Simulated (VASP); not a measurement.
# SnTe in VASP: a series of runs

Runs on SnTe. Level: PBE. Tasks: single point, relaxation of cell and atoms.

All numbers are computed with VASP 6.6.1; they aren't measurements. Logs are shortened: lines on timing, memory, paths and dates and some standing lists are left out, and cuts for length are marked.

## (1) The cell of the first run

It takes space group P4_2/mmc (No. 131, tetragonal). Conventional cell: a = 4.742 Å, b = 4.742 Å, c = 7.720 Å, α = 90.00°, β = 90.00°, γ = 90.00°. Within 4.0 Å of Sn (site symmetry -4m2) lie 4 Te at 3.06 Å and 2 Sn at 3.86 Å. Within 4.0 Å of Te (site symmetry mmm) lie 4 Sn at 3.06 Å.

## (2) Single point, PBE

Input file INCAR:

```
PREC = Accurate
ENCUT = 520
EDIFF = 1E-6
ISMEAR = 0
SIGMA = 0.1
LREAL = False
LASPH = True
NELM = 100
ALGO = Normal
ISIF = 2
LWAVE = False
LCHARG = False
GGA = PE
NBANDS = 28
```

Input file KPOINTS:

```
Automatic mesh
0
Gamma
  10 10 6
```

Input file POSCAR:

```
SnTe
1.0
    4.7423019578      0.0000000000      0.0000000000
    0.0000000000      4.7423019578      0.0000000000
    0.0000000000      0.0000000000      7.7203052648
Sn Te
2 2
Direct
    0.5000000000      0.5000000000      0.7500000000
    0.5000000000      0.5000000000      0.2500000000
    0.0000000000      0.5000000000      0.0000000000
    0.5000000000      0.0000000000      0.5000000000
```

Potentials or basis: VASP PAW PBE potentials, release 64 (Sn_d, Te).

On the command line:

```bash
cat potpaw_PBE.64/Sn_d/POTCAR potpaw_PBE.64/Te/POTCAR > POTCAR
mpirun -np 1 vasp_std > vasp.out
```

OUTCAR:

```text
PREC = Accurate
   ENCUT = 520
   EDIFF = 1E-6
   ISMEAR = 0
   LREAL = False
   LASPH = True
   NELM = 100
   ISIF = 2
   GGA = PE

 ion  position               nearest neighbor table
   1  0.500  0.500  0.750-   3 3.06   4 3.06   4 3.06   3 3.06
   2  0.500  0.500  0.250-   3 3.06   4 3.06   4 3.06   3 3.06
   3  0.000  0.500  0.000-   1 3.06   2 3.06   1 3.06   2 3.06
   4  0.500  0.000  0.500-   1 3.06   2 3.06   1 3.06   2 3.06

  LATTYP: Found a simple tetragonal cell.
 ALAT       =     4.7423019578
 C/A-ratio  =     1.6279657714

  Lattice vectors:

 A1 = (   4.7423019578,   0.0000000000,   0.0000000000)
 A2 = (   0.0000000000,   4.7423019578,   0.0000000000)
 A3 = (   0.0000000000,   0.0000000000,   7.7203052648)

Analysis of symmetry for initial positions (statically):
=====================================================================
 Subroutine PRICEL returns:
 Original cell was already a primitive cell.

 Routine SETGRP: Setting up the symmetry group for a
 simple tetragonal supercell.

 Subroutine GETGRP returns: Found 16 space group operations
 (whereof  8 operations were pure point group operations)
 out of a pool of 16 trial point group operations.

The static configuration has the point symmetry D_2h.
 The point group associated with its full space group is D_4h.

Analysis of symmetry for dynamics (positions and initial velocities):
=====================================================================
 Subroutine PRICEL returns:
 Original cell was already a primitive cell.

 Routine SETGRP: Setting up the symmetry group for a
 simple tetragonal supercell.

 Subroutine GETGRP returns: Found 16 space group operations
 (whereof  8 operations were pure point group operations)
 out of a pool of 16 trial point group operations.

The dynamic configuration has the point symmetry D_2h.
 The point group associated with its full space group is D_4h.

 Subroutine INISYM returns: Found 16 space group operations
 (whereof  8 operations are pure point group operations),
 and found     1 'primitive' translations

[... 85 lines left out ...]
   ions per type =               2   2
   NGX,Y,Z   is equivalent  to a cutoff of  12.62, 12.62, 12.92 a.u.
   NGXF,Y,Z  is equivalent  to a cutoff of  25.24, 25.24, 25.84 a.u.
 SYSTEM =  unknown system
   PREC   = accura    normal or accurate (medium, high low for compatibility)
   ISTART =      0    job   : 0-new  1-cont  2-samecut
   ICHARG =      2    charge: 1-file 2-atom 10-const
   ISPIN  =      1    spin polarized calculation?
   LNONCOLLINEAR =      F non collinear calculations
   LSORBIT =      F    spin-orbit coupling
   LASPH  =      T    aspherical Exc in radial PAW
   ENCUT  =  520.0 eV  38.22 Ry    6.18 a.u.   8.82  8.82 14.35*2*pi/ulx,y,z
   NELM   =    100;   NELMIN=  2; NELMDL= -5     # of ELM steps
   EDIFF  = 0.1E-05   stopping-criterion for ELM
   LREAL  =      F    real-space projection
[... 7 lines left out ...]
   TEBEG  =    0.0;   TEEND  =   0.0 temperature during run
   PSTRESS=    0.0 pullay stress
   NELECT =      40.0000    total number of electrons
   NUPDOWN=      -1.0000    fix difference up-down
   EMIN   =  10.00;   EMAX   =-10.00  energy-range for DOS
   EFERMI =   0.00;   METHOD = LEGACY
   ISMEAR =     0;   SIGMA  =   0.10  broadening in eV -4-tet -1-fermi 0-gaus
   EFERMI_NEDOS =   21; number of points for ismear=-14 and -15
   IALGO  =     38    algorithm
   IMIX   =      4    mixing-type and parameters
     AMIX     =   0.40;   BMIX     =  1.00
     AMIX_MAG =   1.60;   BMIX_MAG =  1.00
  volume/ion in A,a.u.               =      43.41       292.92
  Fermi-wavevector in a.u.,A,eV,Ry     =   1.003592  1.896514 13.703746  1.007197
  Thomas-Fermi vector in A             =   2.136154
   LORBIT       =      0    0 simple, 1 ext, 2 COOP (PROOUT), +10 PAW based schemes
   GGA     = PE    functional components
   LHFCALC =     F    Hartree Fock is set to
   AEXX    =    0.0000 exact exchange contribution
   IVDW    =     0    specifies the selected vdW correction
   LEPSILON=     F    determine dielectric tensor
   LRPA    =     F    only Hartree local field effects (RPA)
 non-spin polarized calculation
 Gauss-broadening in eV      SIGMA  =   0.10
  energy-cutoff  :      520.00
  volume of cell :      173.63
 maximum number of plane-waves:      4704
 NGX is ok and might be reduce to    36
   NGX = 17   NGY = 17   NGZ = 29

 number of electron      39.9999987 magnetization

 Free energy of the ion-electron system (eV)
  ---------------------------------------------------
  ext. energy  EPLUGINS =         0.00000000
  ---------------------------------------------------
  free energy    TOTEN  =       -14.08640021 eV

  energy without entropy =      -14.08337073  energy(sigma->0) =      -14.08488547

 E-fermi :   3.6511     XC(G=0):  -7.8002

 val. band max:        3.6220209288   @ k =   0.5000   0.4000   0.1667
 cond. band min:       3.7285181133   @ k =   0.3000   0.0000   0.5000
 fundamental gap:      0.1064971846
 Fermi energy:         3.6510754478

 k-point     1 :       0.0000    0.0000    0.0000
  band No.  band energies     occupation
      1     -18.2505      2.00000
      2     -18.2472      2.00000
      3     -18.2468      2.00000
      4     -18.2443      2.00000
      5     -18.2443      2.00000
      6     -18.2302      2.00000
[... 733 lines left out ...]
     27       7.5341      0.00000
     28       8.8791      0.00000

 [... further k-points ...]

------------------------ aborting loop because EDIFF is reached ----------------------------------------

  FORCE on cell =-STRESS in cart. coord.  units (eV):
  Direction    XX          YY          ZZ          XY          YZ          ZX
  --------------------------------------------------------------------------------------
  -------------------------------------------------------------------------------------
  Total       -0.0282959     -0.0282959     -0.0359402      0.0000000      0.0000000      0.0000000
  in kB       -0.2611086     -0.2611086     -0.3316482      0.0000000      0.0000000      0.0000000
  external PRESSURE =      -0.2846218 kB  Pullay stress =       0.0000000 kB

 VOLUME and BASIS-vectors are now :
 -----------------------------------------------------------------------------
  energy-cutoff  :      520.00
  volume of cell :      173.63
      direct lattice vectors                 reciprocal lattice vectors
     4.742301958  0.000000000  0.000000000     0.210868057  0.000000000  0.000000000
     0.000000000  4.742301958  0.000000000     0.000000000  0.210868057  0.000000000
     0.000000000  0.000000000  7.720305265     0.000000000  0.000000000  0.129528557

 POSITION                                       TOTAL-FORCE (eV/Angst)
 -----------------------------------------------------------------------------------
      2.37115      2.37115      5.79023        -0.000000      0.000000     -0.000000
      2.37115      2.37115      1.93008         0.000000     -0.000000     -0.000000
      0.00000      2.37115      0.00000        -0.000000     -0.000000      0.000000
      2.37115      0.00000      3.86015        -0.000000     -0.000000      0.000000
 -----------------------------------------------------------------------------------
    total drift:                                0.000000      0.000000      0.000000

  FREE ENERGIE OF THE ION-ELECTRON SYSTEM (eV)
  ---------------------------------------------------
  free  energy   TOTEN  =       -14.0864002053 eV

  energy  without entropy=      -14.0833707347  energy(sigma->0) =      -14.08488547
```

stdout:

```text
POSCAR found type information on POSCAR SnTe
 POSCAR found :  2 types and       4 ions
 scaLAPACK will be used
 LDA part: xc-table for (Slater+PW92), standard interpolation
 POSCAR, INCAR and KPOINTS ok, starting setup
 FFT: planning ... GRIDC
 FFT: planning ... GRID_SOFT
 FFT: planning ... GRID
 WAVECAR not read
 entering main loop
```

Run time: 2.6 min. Hardware: 1 thread of AMD EPYC 9R45 (Zen 5), shared host; peak memory 0.47 GiB.

What came out:

* Free energy: -14.0864 eV
* Pressure: 0.0 GPa
* Band gap on the k mesh: zero (band 20 reaches 3.99 eV, above the bottom of band 21 at 3.51 eV)

Levels at points of the mesh, in eV from the Fermi level:
| k point | band 16 | band 17 | band 18 | band 19 | band 20 | band 21 | band 22 | band 23 | band 24 | band 25 |
| --- | --- | --- | --- | --- | --- | --- | --- | --- | --- | --- |
| (0.00, 0.00, 0.00) | -3.20 | -2.28 | -1.14 | -1.14 | -0.72 | 0.60 | 0.68 | 0.68 | 3.14 | 3.44 |
| (0.50, 0.00, 0.00) | -2.97 | -2.69 | -2.39 | -0.98 | -0.92 | 0.95 | 1.66 | 2.61 | 2.73 | 3.18 |
| (0.50, 0.50, 0.00) | -3.41 | -3.41 | -2.28 | -1.55 | -0.09 | -0.09 | 1.41 | 2.16 | 3.61 | 4.07 |
| (0.00, 0.00, 0.50) | -3.05 | -1.67 | -1.67 | -1.39 | -1.39 | 1.37 | 1.37 | 1.58 | 1.58 | 3.35 |
| (0.50, 0.00, 0.50) | -3.43 | -2.93 | -1.75 | -0.92 | 0.34 | 0.45 | 0.57 | 0.79 | 3.74 | 3.87 |
| (0.50, 0.50, 0.50) | -3.54 | -2.20 | -2.20 | -1.96 | -1.96 | 1.03 | 1.03 | 2.01 | 2.01 | 4.67 |

Caveat: spin-orbit coupling is left out, which moves the levels of the heavy elements.

## (3) Relaxation of cell and atoms, PBE

This run uses another cell than the first one, of 42.41 Å³/atom, 0.977 times its volume.

Input file INCAR:

```
SYSTEM = SnTe
PREC = Accurate
ENCUT = 600
EDIFF = 1E-7
ISMEAR = 0
SIGMA = 0.1
LREAL = .False.
LASPH = .True.
NELM = 100
ALGO = Normal
ISIF = 3
LWAVE = .False.
LCHARG = .False.
GGA = PE
IBRION = 2
NSW = 100
EDIFFG = -0.01
```

Input file KPOINTS:

```
regular mesh
0
Gamma
  10 10 6
  0 0 0
```

Input file POSCAR:

```
SnTe
1.0
    4.6156877176      0.0000000000      0.0000000000
    0.0000000000      4.6156877176      0.0000000000
    0.0000000000      0.0000000000      7.9627281799
Sn Te
2 2
Direct
    0.5000000000      0.5000000000      0.7500000000
    0.5000000000      0.5000000000      0.2500000000
    0.0000000000      0.5000000000      0.0000000000
    0.5000000000      0.0000000000      0.5000000000
```

Potentials or basis: VASP PAW PBE potentials, release 64 (Sn_d, Te).

On the command line:

```bash
cat potpaw_PBE.64/Sn_d/POTCAR potpaw_PBE.64/Te/POTCAR > POTCAR
mpirun -np 1 vasp_std > vasp.out
```

It took 20 min on 1 thread of AMD EPYC 9R45 (Zen 5), shared host; peak memory 0.58 GiB.

The run converged. Its results:

* Free energy: -14.0862 eV
* Relaxed volume: 43.37 Å³/atom
* Relaxed cell: a = 4.734 Å, b = 4.734 Å, c = 7.741 Å, α = 90.00°, β = 90.00°, γ = 90.00°
* Space group after relaxing (to 0.05 Å): P4_2/mmc (No. 131)
* Energy gained by relaxing: 2.4 meV/atom
* Ionic steps: 7
* Pressure after relaxing: 0.0 GPa
* Band gap on the k mesh: zero (band 20 reaches 4.00 eV, above the bottom of band 21 at 3.51 eV)

Step by step:
| step | energy change (eV) | largest force (eV/Å) | pressure (GPa) | volume (Å³) |
| --- | --- | --- | --- | --- |
| 1 | 0.0000 | 0.0000 | 0.29 | 169.64 |
| 2 | -0.0028 | 0.0000 | 0.01 | 171.54 |
| 3 | -0.0031 | 0.0000 | -0.11 | 172.39 |
| 4 | -0.0051 | 0.0000 | -0.09 | 172.60 |
| 5 | -0.0088 | 0.0000 | -0.04 | 173.17 |
| 6 | -0.0067 | 0.0000 | 0.05 | 174.10 |
| 7 | -0.0097 | 0.0000 | -0.01 | 173.48 |

Final structure:
```
Sn Te
1.0
     4.73410    0.00000    0.00000
     0.00000    4.73410    0.00000
     0.00000    0.00000    7.74076
Sn Te
2 2
Direct
  0.50000 0.50000 0.75000
  0.50000 0.50000 0.25000
  0.00000 0.50000 0.00000
  0.50000 0.00000 0.50000
```

Levels at points of the mesh, in eV from the Fermi level:
| k point | band 17 | band 18 | band 19 | band 20 | band 21 | band 22 | band 23 | band 24 |
| --- | --- | --- | --- | --- | --- | --- | --- | --- |
| (0.00, 0.00, 0.00) | -2.30 | -1.14 | -1.14 | -0.70 | 0.61 | 0.68 | 0.68 | 3.14 |
| (0.50, 0.00, 0.00) | -2.70 | -2.38 | -1.00 | -0.92 | 0.95 | 1.65 | 2.62 | 2.74 |
| (0.50, 0.50, 0.00) | -3.42 | -2.29 | -1.56 | -0.09 | -0.09 | 1.40 | 2.13 | 3.60 |
| (0.00, 0.00, 0.50) | -1.66 | -1.66 | -1.39 | -1.39 | 1.38 | 1.38 | 1.59 | 1.59 |
| (0.50, 0.00, 0.50) | -2.92 | -1.77 | -0.92 | 0.34 | 0.47 | 0.55 | 0.80 | 3.72 |
| (0.50, 0.50, 0.50) | -2.22 | -2.22 | -1.97 | -1.97 | 1.01 | 1.01 | 2.00 | 2.00 |

Caveat: spin-orbit coupling is left out, which moves the levels of the heavy elements.

## (4) Single point, PBE

This run uses another cell than the first one, of 42.41 Å³/atom, 0.977 times its volume.

Input file INCAR:

```
  ALGO = Normal
  EDIFF = 1E-6
  ENCUT = 520
  GGA = PE
  ISIF = 2
  ISMEAR = 0
  LASPH = True
  LCHARG = False
  LREAL = False
  LWAVE = False
  NBANDS = 28
  NELM = 100
  PREC = Accurate
  SIGMA = 0.1
```

Input file KPOINTS:

```
k-points
0
Gamma
  4 4 4
```

Input file POSCAR:

```
SnTe
1.0
    3.2689483018     -3.2586116839      0.0000000000
    3.2689483018      3.2586116839      0.0000000000
    0.0000000000      0.0000000000      7.9627281799
Sn Te
2 2
Direct
    0.5000000000      0.5000000000      0.1070402619
    0.5000000000      0.5000000000      0.6070402619
    0.0000000000      0.5000000000      0.3575647708
    0.5000000000      0.0000000000      0.8575647708
```

On the command line:

```bash
cat potpaw_PBE.64/Sn_d/POTCAR potpaw_PBE.64/Te/POTCAR > POTCAR
mpirun -np 1 vasp_std > vasp.out
```

Wall time 57 s (1 thread of AMD EPYC 9R45 (Zen 5), shared host); peak memory 0.27 GiB.

The run converged. Its results:

| Quantity | Value |
| --- | --- |
| Free energy | -14.1111 eV |
| Pressure | 0.1 GPa |
| Largest force | 0.009 eV/Å |
| Band gap on the k mesh | zero (band 20 reaches 4.14 eV, above the bottom of band 21 at 3.69 eV) |

Forces in eV/Å, atoms in the order of the input:
```
Sn   0.000  0.000  0.009
Sn   0.000  0.000  0.009
Te   0.000  0.000 -0.009
Te   0.000  0.000 -0.009
```

Stress tensor (GPa, compression positive):
```
0.01 0.00 0.00
0.00 0.01 0.00
0.00 0.00 0.24
```

Levels at points of the mesh, in eV from the Fermi level:
```
           k point  band 16  band 17  band 18  band 19  band 20  band 21  band 22  band 23  band 24  band 25
(0.00, 0.00, 0.00)    -3.16    -2.68    -1.25    -1.25    -0.54     0.60     0.60     0.60     2.99     3.19
(0.50, 0.00, 0.00)    -2.99    -2.91    -2.42    -1.28    -0.99     0.91     1.41     2.56     2.65     2.95
(0.50, 0.50, 0.00)    -3.67    -3.66    -2.49    -1.83    -0.32    -0.31     1.10     1.64     3.30     3.68
(0.00, 0.00, 0.50)    -3.02    -1.74    -1.74    -1.47    -1.47     1.36     1.36     1.54     1.54     3.09
(0.50, 0.00, 0.50)    -3.78    -2.88    -2.06    -0.98     0.15     0.32     0.49     0.73     3.51     3.74
(0.50, 0.50, 0.50)    -3.77    -2.52    -2.52    -2.20    -2.20     0.67     0.67     1.75     1.75     4.67
```

Caveat: spin-orbit coupling is left out, which moves the levels of the heavy elements.

## (5) Summary

| task | cell | k mesh | cutoff (eV) | gap on the mesh (eV) | pressure (GPa) |
| --- | --- | --- | --- | --- | --- |
| single point | a = 4.742, b = 4.742, c = 7.720 Å, 4 atoms | 10 × 10 × 6 | 520 | none | 0.0 |
| relaxation of cell and atoms | relaxed from a = 4.616, b = 4.616, c = 7.963 Å, 4 atoms | 10 × 10 × 6 | 600 | none | 0.0 |
| single point | a = 4.616, b = 4.616, c = 7.963 Å, angles 90.0, 90.0, 89.8°, 4 atoms | 4 × 4 × 4 | 520 | none | 0.1 |

Alike in all rows: level PBE; potentials or basis VASP PAW PBE potentials, release 64 (Sn_d, Te); no spin polarisation; smearing gaussian 0.1 eV.

Caveats: spin-orbit coupling is left out, which moves the levels of the heavy elements.

Absolute energies hang on the potentials; compare differences alone.
